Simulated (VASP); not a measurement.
Here is a VASP 6.6.1 calculation.

Contents of INCAR:

```
PREC     = Accurate       # precision mode
ENCUT    = 520            # plane-wave cutoff, eV
EDIFF    = 1E-7           # SCF threshold, eV
ISMEAR   = 0              # smearing method
SIGMA    = 0.1            # smearing width, eV
LREAL    = F              # projectors in reciprocal space
LASPH    = T              # aspherical terms in the spheres
NELM     = 100            # most SCF steps
ALGO     = Normal         # electronic algorithm
ISIF     = 2              # what is computed and relaxed
LWAVE    = F              # write WAVECAR
LCHARG   = F              # write CHGCAR
GGA      = PE             # functional
NBANDS   = 60             # bands
```

KPOINTS

```
regular mesh
0
Gamma
  6 6 5
```

The input POSCAR:

```
TaN
1.0
    4.4252770195     -2.5549348784      0.0000000000
    0.0000000000      5.1098697569      0.0000000000
    0.0000000000      0.0000000000      5.7955432028
Ta N
6 6
Direct
    0.0000000000      0.3333333333      0.2500000000
    0.0000000000      0.3333333333      0.7500000000
    0.6666666667      0.6666666667      0.2500000000
    0.6666666667      0.6666666667      0.7500000000
    0.3333333333      0.0000000000      0.2500000000
    0.3333333333      0.0000000000      0.7500000000
    0.6666666667      0.3333333333      0.0000000000
    0.6666666667      0.3333333333      0.5000000000
    0.3333333333      0.6666666667      0.0000000000
    0.3333333333      0.6666666667      0.5000000000
    0.0000000000      0.0000000000      0.0000000000
    0.0000000000      0.0000000000      0.5000000000
```

Potentials or basis: VASP PAW PBE potentials, release 64 (Ta_pv, N).

Run with:

```sh
$ cat potpaw_PBE.64/Ta_pv/POTCAR potpaw_PBE.64/N/POTCAR > POTCAR
$ mpirun -np 1 vasp_std > vasp.out
```

(1) Predict the pressure.

(2) Predict the band gap on the k mesh.

Answers

(1) 0.7 GPa.

(2) zero (bands 48 and 49 overlap by 0.41 eV).

Caveat: spin-orbit coupling is left out, which moves the levels of the heavy elements.
